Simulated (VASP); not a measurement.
Write the native input for VASP 6.6.1 that does the following.

| Item | Value |
| --- | --- |
| Task | single point |
| Functional | PBEsol |
| Potentials or basis | VASP PAW PBE potentials, release 64 (Nb_sv) |
| Cutoff | 520 eV |
| k mesh | 20 × 20 × 20 |
| Occupations | gaussian, width 0.15 eV |
| Spin | no spin polarisation |
| Dipole correction | no |
| Further INCAR settings | ALGO = Fast; EDIFF = 1e-07; NBANDS = 12 |

The structure of Nb lies in POSCAR:

```
Nb
1.0
    0.0052875000      2.1150000000      2.1150000000
    2.1202875000      0.0000000000      2.1202875000
    2.1150000000      2.1150000000      0.0052875000
Nb
1
Direct
    0.0000000000      0.0000000000      0.0000000000
```

This isn't the form of Nb at room conditions, which is bcc.

This cell differs from its parent crystal: strain +0.0050 x Voigt [0, 0, 0, 0, 1, 0].

These files were run (other wordings do the same):

INCAR

```
  PREC = Accurate
  ENCUT = 520
  EDIFF = 1E-7
  ISMEAR = 0
  SIGMA = 0.15
  LREAL = False
  LASPH = True
  NELM = 80
  ALGO = Fast
  ISIF = 2
  LWAVE = False
  LCHARG = False
  GGA = PS
  NBANDS = 12
```

KPOINTS

```
Automatic mesh
0
Gamma
  20 20 20
```

Potentials or basis: VASP PAW PBE potentials, release 64 (Nb_sv).

The run is started by

```sh
$ cat potpaw_PBE.64/Nb_sv/POTCAR > POTCAR
$ mpirun -np 1 vasp_std > vasp.out
```

It gave:

```
Pressure               : -7.2 GPa
Band gap on the k mesh : zero (an odd number of electrons rules out a gap without spin polarisation)
```

Caveat: the cell differs from its parent crystal (strain +0.0050 x Voigt [0, 0, 0, 0, 1, 0]); the cell stands under tension; the PAW data sets were made with another functional, which shifts forces and pressure a little.

It took 3 min on 1 thread of Intel(R) Xeon(R) 6975P-C (Granite Rapids), with other jobs on the host, peak memory 0.37 GiB.
